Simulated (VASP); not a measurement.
Tc, 1 atom in the cell. It takes space group Fm-3m (No. 225, cubic). The conventional cell has a = 3.850 Å, b = 3.850 Å, c = 3.850 Å, α = 90.00°, β = 90.00°, γ = 90.00°. Within 3.6 Å of Tc (site symmetry m-3m) lie 12 Tc at 2.72 Å. This isn't the form of Tc at room conditions, which is hcp.

```yaml
Program: VASP 6.6.1
Task: relaxation of cell and atoms
Functional: LDA
Potentials_or_basis: VASP PAW LDA potentials, release 64 (Tc_pv)
Cutoff: 500 eV
k_mesh: 9 × 9 × 9
Occupations: fermi-dirac, width 0.1 eV
Spin: no spin polarisation
Target_pressure: 10 GPa
Dipole_correction: no
Further_INCAR_settings: ALGO = Normal; EDIFF = 1e-07; IBRION = 2; EDIFFG = -0.02; NSW = 80; ISIF = 3
```

Potentials or basis: VASP PAW LDA potentials, release 64 (Tc_pv).

Command:

```console
$ cat potpaw_LDA.64/Tc_pv/POTCAR > POTCAR
$ mpirun -np 1 vasp_std > vasp.out
```

Hardware: 1 thread of Intel(R) Xeon(R) 6975P-C (Granite Rapids) (shared host).

Q: How long does it take, and how much memory?

A: It took 7.2 s on 1 thread of Intel(R) Xeon(R) 6975P-C (Granite Rapids), on a shared host, peak memory 0.13 GiB. Counts: scf iterations 43, k points 35, ion steps 5.
